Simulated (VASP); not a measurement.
Input of a VASP 6.6.1 run:

Contents of INCAR:

```
SYSTEM = NaH
ALGO = Normal
EDIFF = 1E-6
ENCUT = 520
GGA = PE
ISIF = 2
ISMEAR = 0
LASPH = .True.
LCHARG = .False.
LREAL = .False.
LWAVE = .False.
NBANDS = 11
NELM = 80
PREC = Accurate
SIGMA = 0.01
```

KPOINTS

```
k-points
0
Gamma
  6 6 6
  0 0 0
```

File POSCAR:

```
NaH
1.0
    0.0000000000      2.6228902666      2.5542353627
    2.6228902666      0.0000000000      2.5542353627
    2.6228902666      2.6228902666      0.0000000000
Na H
1 1
Direct
    0.0000000000      0.0000000000      0.0000000000
    0.2500000000      0.2500000000      0.2500000000
```

Potentials or basis: VASP PAW PBE potentials, release 64 (Na_pv, H).

Run with:

```sh
$ cat potpaw_PBE.64/Na_pv/POTCAR potpaw_PBE.64/H/POTCAR > POTCAR
$ mpirun -np 1 vasp_std > vasp.out
```

Q: Estimate the pressure.

A: 0.2 GPa.

Q: What does it give for the band gap on the k mesh?

A: 3.59 eV, indirect (least direct gap 4.31 eV).

Stress tensor (GPa, compression positive):
```
0.12 0.00 0.00
0.00 0.12 0.00
0.00 0.00 0.23
```

Caveat: the cell differs from its parent crystal (epitaxial xy strain +1.0%). A k mesh can miss the band edges.
